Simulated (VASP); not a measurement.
# Hf (Im-3m) in VASP: a series of runs

The runs below take Hf through relaxation of cell and atoms, with LDA.

Everything below comes from runs of VASP 6.6.1. Logs are shortened: lines on timing, memory, paths and dates and some standing lists are left out, and cuts for length are marked.

### 1 The cell of the first run

Symmetry: Im-3m, No. 229, cubic system. Conventional cell: a = 3.610 Å, b = 3.610 Å, c = 3.610 Å, α = 90.00°, β = 90.00°, γ = 90.00°. Within 4.1 Å of Hf (site symmetry m-3m) lie 14 Hf at 3.13 to 3.61 Å.

### 2 Relaxation of cell and atoms, LDA, target pressure 20 GPa, at which the enthalpy is minimised

INCAR reads:

```
PREC = Accurate
ENCUT = 600
EDIFF = 1E-6
ISMEAR = -1
SIGMA = 0.05
LREAL = False
LASPH = True
NELM = 60
ALGO = Normal
ISIF = 3
LWAVE = False
LCHARG = False
IBRION = 2
NSW = 80
EDIFFG = -0.02
PSTRESS = 200.0
```

KPOINTS reads:

```
regular mesh
0
Gamma
  10 10 10
```

POSCAR reads:

```
Hf
1.0
   -1.8050000000      1.8050000000      1.8050000000
    1.8050000000     -1.8050000000      1.8050000000
    1.8050000000      1.8050000000     -1.8050000000
Hf
1
Direct
    0.0000000000      0.0000000000      0.0000000000
```

Potentials or basis: VASP PAW LDA potentials, release 64 (Hf_pv).

Started as:

```
$ cat potpaw_LDA.64/Hf_pv/POTCAR > POTCAR
$ mpirun -np 1 vasp_std > vasp.out
```

OUTCAR:

```text
PREC = Accurate
   ENCUT = 600
   EDIFF = 1E-6
   ISMEAR = -1
   LREAL = False
   LASPH = True
   NELM = 60
   ISIF = 3
   IBRION = 2
   NSW = 80
   EDIFFG = -0.02
   PSTRESS = 200.0

 ion  position               nearest neighbor table
   1  0.000  0.000  0.000-

  LATTYP: Found a body centered cubic cell.
 ALAT       =     3.6100000000

  Lattice vectors:

 A1 = (  -1.8050000000,   1.8050000000,   1.8050000000)
 A2 = (   1.8050000000,  -1.8050000000,   1.8050000000)
 A3 = (   1.8050000000,   1.8050000000,  -1.8050000000)

Analysis of symmetry for initial positions (statically):
=====================================================================
 Subroutine PRICEL returns:
 Original cell was already a primitive cell.

 Routine SETGRP: Setting up the symmetry group for a
 body centered cubic supercell.

 Subroutine GETGRP returns: Found 48 space group operations
[... 9 lines left out ...]

 Routine SETGRP: Setting up the symmetry group for a
 body centered cubic supercell.

 Subroutine GETGRP returns: Found 48 space group operations
[... 11 lines left out ...]
                                     Primitive cell

  volume of cell :      23.5229

  direct lattice vectors                    reciprocal lattice vectors
    -1.805000000  1.805000000  1.805000000     0.000000000  0.277008310  0.277008310
     1.805000000 -1.805000000  1.805000000     0.277008310  0.000000000  0.277008310
     1.805000000  1.805000000 -1.805000000     0.277008310  0.277008310  0.000000000

  length of vectors
     3.126351708  3.126351708  3.126351708     0.391748909  0.391748909  0.391748909

  position of ions in fractional coordinates (direct lattice)
     0.000000000  0.000000000  0.000000000

  ion indices of the primitive-cell ions
   primitive index   ion index
                 1           1

----------------------------------------------------------------------------------------

 KPOINTS: regular mesh

Automatic generation of k-mesh.
 Grid dimensions read from file:
 generate k-points for:   10   10   10

 Generating k-lattice:

  Cartesian coordinates                     Fractional coordinates (reciprocal lattice)
     0.000000000  0.027700831  0.027700831     0.100000000  0.000000000  0.000000000
     0.027700831  0.000000000  0.027700831     0.000000000  0.100000000  0.000000000
     0.027700831  0.027700831  0.000000000     0.000000000  0.000000000  0.100000000

  Length of vectors
     0.039174891  0.039174891  0.039174891

  Shift w.r.t. Gamma in fractional coordinates (k-lattice)
     0.000000000  0.000000000  0.000000000

 Subroutine IBZKPT returns following result:
 ===========================================

 Found     47 irreducible k-points:

 Following reciprocal coordinates:
            Coordinates               Weight
  0.000000  0.000000  0.000000      1.000000
  0.100000  0.000000  0.000000     12.000000
  0.200000  0.000000  0.000000     12.000000
  0.300000  0.000000  0.000000     12.000000
  0.400000  0.000000  0.000000     12.000000
  0.500000  0.000000  0.000000      6.000000
[... 16 lines left out ...]
  0.300000  0.300000  0.100000      8.000000
 -0.300000  0.300000  0.100000     24.000000
 [... further k-points ...]
   k-points           NKPTS =     47   k-points in BZ     NKDIM =     47   number of bands    NBANDS=      9
   number of dos      NEDOS =    301   number of ions     NIONS =      1
   total plane-waves  NPLWV =  21952
   dimension x,y,z NGX =    28 NGY =   28 NGZ =   28
   dimension x,y,z NGXF=    56 NGYF=   56 NGZF=   56
   ions per type =               1
   NGX,Y,Z   is equivalent  to a cutoff of  14.89, 14.89, 14.89 a.u.
   NGXF,Y,Z  is equivalent  to a cutoff of  29.78, 29.78, 29.78 a.u.
 SYSTEM =  unknown system
   PREC   = accura    normal or accurate (medium, high low for compatibility)
   ISTART =      0    job   : 0-new  1-cont  2-samecut
   ICHARG =      2    charge: 1-file 2-atom 10-const
   ISPIN  =      1    spin polarized calculation?
   LNONCOLLINEAR =      F non collinear calculations
   LSORBIT =      F    spin-orbit coupling
   LASPH  =      T    aspherical Exc in radial PAW
   ENCUT  =  600.0 eV  44.10 Ry    6.64 a.u.   6.24  6.24  6.24*2*pi/ulx,y,z
   NELM   =     60;   NELMIN=  2; NELMDL= -5     # of ELM steps
   EDIFF  = 0.1E-05   stopping-criterion for ELM
   LREAL  =      F    real-space projection
   EDIFFG = -.2E-01   stopping-criterion for IOM
   NSW    =     80    number of steps for IOM
   IBRION =      2    ionic relax: 0-MD 1-quasi-New 2-CG
   NFREE  =      1    steps in history (QN), initial steepest desc. (CG)
   ISIF   =      3    stress and relaxation
   ISYM   =      2    0-nonsym 1-usesym 2-fastsym
   POTIM  = 0.5000    time-step for ionic-motion
   TEBEG  =    0.0;   TEEND  =   0.0 temperature during run
   PSTRESS=  200.0 pullay stress
   NELECT =      10.0000    total number of electrons
   NUPDOWN=      -1.0000    fix difference up-down
   EMIN   =  10.00;   EMAX   =-10.00  energy-range for DOS
   EFERMI =   0.00;   METHOD = LEGACY
   ISMEAR =    -1;   SIGMA  =   0.05  broadening in eV -4-tet -1-fermi 0-gaus
   EFERMI_NEDOS =   21; number of points for ismear=-14 and -15
   IALGO  =     38    algorithm
   IMIX   =      4    mixing-type and parameters
     AMIX     =   0.40;   BMIX     =  1.00
     AMIX_MAG =   1.60;   BMIX_MAG =  1.00
  volume/ion in A,a.u.               =      23.52       158.74
  Fermi-wavevector in a.u.,A,eV,Ry     =   1.230961  2.326179 20.616432  1.515265
  Thomas-Fermi vector in A             =   2.365789
   LORBIT       =      0    0 simple, 1 ext, 2 COOP (PROOUT), +10 PAW based schemes
   GGA     = CA    functional components
   LHFCALC =     F    Hartree Fock is set to
   AEXX    =    0.0000 exact exchange contribution
   IVDW    =     0    specifies the selected vdW correction
   LEPSILON=     F    determine dielectric tensor
   LRPA    =     F    only Hartree local field effects (RPA)
 conjugate gradient relaxation of ions
 non-spin polarized calculation
  energy-cutoff  :      600.00
  volume of cell :       23.52
 maximum number of plane-waves:       802
 NGX is ok and might be reduce to    28
   NGX = 13   NGY = 13   NGZ = 13

--------------------------------------- Ionic step        1  -------------------------------------------

 number of electron      10.0000000 magnetization

 number of electron       9.9999999 magnetization

 Free energy of the ion-electron system (eV)
  ---------------------------------------------------
  ext. energy  EPLUGINS =         0.00000000
  ---------------------------------------------------
  free energy    TOTEN  =       -10.42273937 eV

  energy without entropy =      -10.40792866  energy(sigma->0) =      -10.41533402

------------------------ aborting loop because EDIFF is reached ----------------------------------------

  FORCE on cell =-STRESS in cart. coord.  units (eV):
  Direction    XX          YY          ZZ          XY          YZ          ZX
  --------------------------------------------------------------------------------------
  -------------------------------------------------------------------------------------
  Total       -1.8527686     -1.8527686     -1.8527686      0.0000000     -0.0000000      0.0000000
  in kB     -126.1944180   -126.1944180   -126.1944180      0.0000000     -0.0000000      0.0000000
  external PRESSURE =    -326.1944180 kB  Pullay stress =     200.0000000 kB

 VOLUME and BASIS-vectors are now :
 -----------------------------------------------------------------------------
  energy-cutoff  :      600.00
  volume of cell :       23.52
      direct lattice vectors                 reciprocal lattice vectors
    -1.805000000  1.805000000  1.805000000     0.000000000  0.277008310  0.277008310
     1.805000000 -1.805000000  1.805000000     0.277008310  0.000000000  0.277008310
     1.805000000  1.805000000 -1.805000000     0.277008310  0.277008310  0.000000000

 POSITION                                       TOTAL-FORCE (eV/Angst)
 -----------------------------------------------------------------------------------
      0.00000      0.00000      0.00000         0.000000     -0.000000     -0.000000
 -----------------------------------------------------------------------------------
    total drift:                               -0.000000     -0.000000     -0.000000

  FREE ENERGIE OF THE ION-ELECTRON SYSTEM (eV)
  ---------------------------------------------------
  free  energy   TOTEN  =       -10.4227393697 eV

  energy  without entropy=      -10.4079286642  energy(sigma->0) =      -10.41533402

  enthalpy is  TOTEN    =        -7.4863677135 eV   P V=        2.9363716562

--------------------------------------- Ionic step        2  -------------------------------------------

 number of electron      10.0000000 magnetization

 E-fermi :  11.2238     XC(G=0): -15.2841

 val. band max:       11.0966820928   @ k =   0.1000   0.1000   0.0000
 cond. band min:      11.2346309254   @ k =   0.1000   0.1000   0.0000
 fundamental gap:      0.1379488326
 Fermi energy:        11.2237536852

 k-point     1 :       0.0000    0.0000    0.0000
  band No.  band energies     occupation
      1     -15.7192      2.00000
      2     -15.7192      2.00000
      3     -15.7192      2.00000
      4       3.4809      2.00000
      5      12.4019      0.00000
      6      12.4019      0.00000
      7      12.4019      0.00000
      8      17.9177      0.00000
      9      17.9177      0.00000

 k-point     2 :       0.1000    0.0000    0.0000
  band No.  band energies     occupation
      1     -16.5434      2.00000
      2     -15.9355      2.00000
      3     -15.7373      2.00000
      4       4.4755      2.00000
      5      11.7575      0.00005
      6      12.2138      0.00000
      7      13.3482      0.00000
      8      16.8945      0.00000
      9      17.8433      0.00000

 k-point     3 :       0.2000    0.0000    0.0000
  band No.  band energies     occupation
      1     -18.4172      2.00000
      2     -16.4673      2.00000
      3     -15.7855      2.00000
      4       6.1191      2.00000
      5      10.3724      2.00000
      6      11.9204      0.00000
      7      16.0357      0.00000
      8      16.7180      0.00000
      9      17.9171      0.00000
[... 339 lines left out ...]
 VOLUME and BASIS-vectors are now :
 -----------------------------------------------------------------------------
  energy-cutoff  :      600.00
  volume of cell :       17.98
      direct lattice vectors                 reciprocal lattice vectors
    -1.650211003  1.650211003  1.650211003     0.000000000  0.302991556  0.302991556
     1.650211003 -1.650211003  1.650211003     0.302991556  0.000000000  0.302991556
     1.650211003  1.650211003 -1.650211003     0.302991556  0.302991556  0.000000000

 POSITION                                       TOTAL-FORCE (eV/Angst)
 -----------------------------------------------------------------------------------
     -1.65021      1.65021      1.65021         0.000000     -0.000000     -0.000000
 -----------------------------------------------------------------------------------
    total drift:                               -0.000000     -0.000000      0.000000

  FREE ENERGIE OF THE ION-ELECTRON SYSTEM (eV)
  ---------------------------------------------------
  free  energy   TOTEN  =       -10.4369437444 eV

  energy  without entropy=      -10.4255379546  energy(sigma->0) =      -10.43124085

  enthalpy is  TOTEN    =        -8.1930729818 eV   P V=        2.2438707625

--------------------------------------- Ionic step        5  -------------------------------------------

 number of electron      10.0000001 magnetization

 Free energy of the ion-electron system (eV)
  ---------------------------------------------------
  ext. energy  EPLUGINS =         0.00000000
  ---------------------------------------------------
  free energy    TOTEN  =       -10.40368845 eV

  energy without entropy =      -10.39235026  energy(sigma->0) =      -10.39801936

 E-fermi :   6.2223     XC(G=0): -12.5775

 val. band max:        6.2202183317   @ k =   0.1000   0.1000   0.1000
 cond. band min:       6.3391510302   @ k =  -0.3000   0.3000   0.1000
 fundamental gap:      0.1189326985
 Fermi energy:         6.2222931938

 k-point     1 :       0.0000    0.0000    0.0000
  band No.  band energies     occupation
      1     -22.5637      2.00000
      2     -22.5637      2.00000
      3     -22.5637      2.00000
      4      -1.4418      2.00000
      5       7.7771      0.00000
      6       7.7771      0.00000
      7       7.7771      0.00000
      8      11.3096      0.00000
      9      11.3096      0.00000

 k-point     2 :       0.1000    0.0000    0.0000
  band No.  band energies     occupation
      1     -22.7532      2.00000
      2     -22.6187      2.00000
      3     -22.5656      2.00000
      4      -0.9491      2.00000
      5       7.4349      0.00000
      6       7.6296      0.00000
      7       8.2685      0.00000
      8      10.7939      0.00000
      9      11.2969      0.00000

 k-point     3 :       0.2000    0.0000    0.0000
  band No.  band energies     occupation
      1     -23.2245      2.00000
      2     -22.7599      2.00000
      3     -22.5707      2.00000
      4       0.3101      2.00000
      5       6.6623      0.00030
      6       7.0099      0.00000
      7       9.6951      0.00000
      8      10.5185      0.00000
      9      11.3676      0.00000
[... 265 lines left out ...]
 VOLUME and BASIS-vectors are now :
 -----------------------------------------------------------------------------
  energy-cutoff  :      600.00
  volume of cell :       17.69
      direct lattice vectors                 reciprocal lattice vectors
    -1.641378237  1.641378237  1.641378237     0.000000000  0.304622048  0.304622048
     1.641378237 -1.641378237  1.641378237     0.304622048  0.000000000  0.304622048
     1.641378237  1.641378237 -1.641378237     0.304622048  0.304622048  0.000000000

 POSITION                                       TOTAL-FORCE (eV/Angst)
 -----------------------------------------------------------------------------------
      0.00000      0.00000      0.00000         0.000000      0.000000     -0.000000
 -----------------------------------------------------------------------------------
    total drift:                               -0.000000     -0.000000      0.000000

  FREE ENERGIE OF THE ION-ELECTRON SYSTEM (eV)
  ---------------------------------------------------
  free  energy   TOTEN  =       -10.4036884507 eV

  energy  without entropy=      -10.3923502606  energy(sigma->0) =      -10.39801936

  enthalpy is  TOTEN    =        -8.1956561747 eV   P V=        2.2080322760

 reached required accuracy - stopping structural energy minimisation
```

Run time: 70 s. Hardware: 1 thread of Intel Xeon 8259CL, shared host; peak memory 0.18 GiB.

What came out:

* Free energy: -10.4037 eV
* Relaxed volume: 17.69 Å³/atom
* Relaxed cell: a = 2.843 Å, b = 2.843 Å, c = 2.843 Å, α = 109.47°, β = 109.47°, γ = 109.47°
* Space group after relaxing (to 0.05 Å): Im-3m (No. 229)
* Energy change on relaxing (the enthalpy is what falls): +19.1 meV/atom
* Ionic steps: 5
* Pressure after relaxing: 19.9 GPa
* Band gap on the k mesh: zero (band 5 reaches 7.78 eV, above the bottom of band 6 at 5.34 eV)

The path:
| step | energy change (eV) | largest force (eV/Å) | pressure (GPa) | volume (Å³) |
| --- | --- | --- | --- | --- |
| 1 | 0.0000 | 0.0000 | -12.62 | 23.52 |
| 2 | 4.0813 | 0.0000 | 235.35 | 10.70 |
| 3 | -0.0611 | 0.0000 | 12.75 | 18.48 |
| 4 | -0.0142 | 0.0000 | 17.23 | 17.98 |
| 5 | 0.0191 | 0.0000 | 19.93 | 17.69 |

Final structure:
```cif
data_structure
_symmetry_space_group_name_H-M 'P 1'
_symmetry_Int_Tables_number 1
_cell_length_a 2.8430
_cell_length_b 2.8430
_cell_length_c 2.8430
_cell_angle_alpha 109.471
_cell_angle_beta 109.471
_cell_angle_gamma 109.471
_cell_volume 17.69
loop_
_atom_site_label
_atom_site_type_symbol
_atom_site_fract_x
_atom_site_fract_y
_atom_site_fract_z
_atom_site_occupancy
Hf1 Hf 0.00000 0.00000 0.00000 1
```

Levels at points of the mesh, in eV from the Fermi level:
| k point | band 2 | band 3 | band 4 | band 5 | band 6 | band 7 | band 8 | band 9 |
| --- | --- | --- | --- | --- | --- | --- | --- | --- |
| (0.00, 0.00, 0.00) | -28.79 | -28.79 | -7.66 | 1.55 | 1.55 | 1.55 | 5.09 | 5.09 |
| (0.50, 0.00, 0.00) | -29.33 | -28.81 | -4.21 | -1.09 | 2.43 | 5.09 | 6.34 | 9.84 |
| (0.50, 0.50, 0.50) | -29.98 | -29.98 | -3.79 | -3.79 | 8.63 | 8.63 | 8.63 | 9.49 |

Caveat: the cell is relaxed towards a set pressure, so the enthalpy falls and the energy may rise; the volume moved by over 15 % at a fixed basis, so the end points are rough; spin-orbit coupling is left out, which moves the levels of the heavy elements.

(Part 1 of 2 ends here.)
